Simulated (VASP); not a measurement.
**Cd4SbO: single point with PBE**

Cd4SbO:

```
Cd Sb O
1.0
    -2.91864    2.91864    4.09833
     2.91864   -2.91864    4.09833
     2.91864    2.91864   -4.09833
Cd Sb O
4 1 1
Direct
  0.75000 0.25000 0.50000
  0.25000 0.75000 0.50000
  0.81367 0.81367 0.00000
  0.18633 0.18633 0.00000
  0.50000 0.50000 0.00000
  0.00000 0.00000 0.00000
```

The cell was generated, and may not be a known phase.

| Item | Value |
| --- | --- |
| Program | VASP 6.6.1 |
| Task | single point |
| Functional | PBE |
| Potentials or basis | VASP PAW PBE potentials, release 64 (Cd, Sb, O) |
| Cutoff | 520 eV |
| k mesh | 4 × 4 × 4 |
| Occupations | gaussian, width 0.1 eV |
| Spin | no spin polarisation |
| Dipole correction | no |
| Further INCAR settings | ALGO = Normal; EDIFF = 1e-06; NBANDS = 38 |

```yaml
Pressure: 41.1 GPa
Largest_force: 28.345 eV/Å
Band_gap_on_the_k_mesh: zero (an odd number of electrons rules out a gap without spin polarisation)
```

Forces in eV/Å, atoms in the order of the input:
```
Cd    0.000   0.000   0.000
Cd    0.000   0.000   0.000
Cd    0.000   0.000 -28.345
Cd    0.000   0.000  28.345
Sb    0.000   0.000   0.000
O     0.000   0.000   0.000
```

Stress tensor (GPa, compression positive):
```
  4.63   0.00   0.00
  0.00   4.63   0.00
  0.00   0.00 114.01
```

Levels at points of the mesh, in eV from the Fermi level:
| k point | band 27 | band 28 | band 29 | band 30 | band 31 | band 32 | band 33 | band 34 |
| --- | --- | --- | --- | --- | --- | --- | --- | --- |
| (0.00, 0.00, 0.00) | -2.73 | -1.07 | -1.07 | -0.93 | -0.93 | -0.79 | 1.24 | 2.87 |
| (0.50, 0.00, 0.00) | -2.57 | -1.96 | -1.44 | 0.52 | 1.04 | 1.69 | 2.54 | 3.32 |
| (0.50, 0.50, 0.00) | -3.22 | -2.36 | -2.01 | -0.69 | 1.56 | 3.63 | 4.39 | 4.54 |
| (0.50, 0.50, 0.50) | -2.13 | -1.46 | -1.46 | -0.36 | 1.84 | 2.48 | 2.48 | 2.85 |

Wall time 44 s on 1 thread of Intel(R) Xeon(R) 6975P-C (Granite Rapids) (shared host), peak memory 0.34 GiB.

Caveat: the stress differs along the axes, from 5 to 114 GPa; spin-orbit coupling is left out, which moves the levels of the heavy elements; an odd number of electrons without spin polarisation forces a metal; a magnetic or distorted state may lie lower.
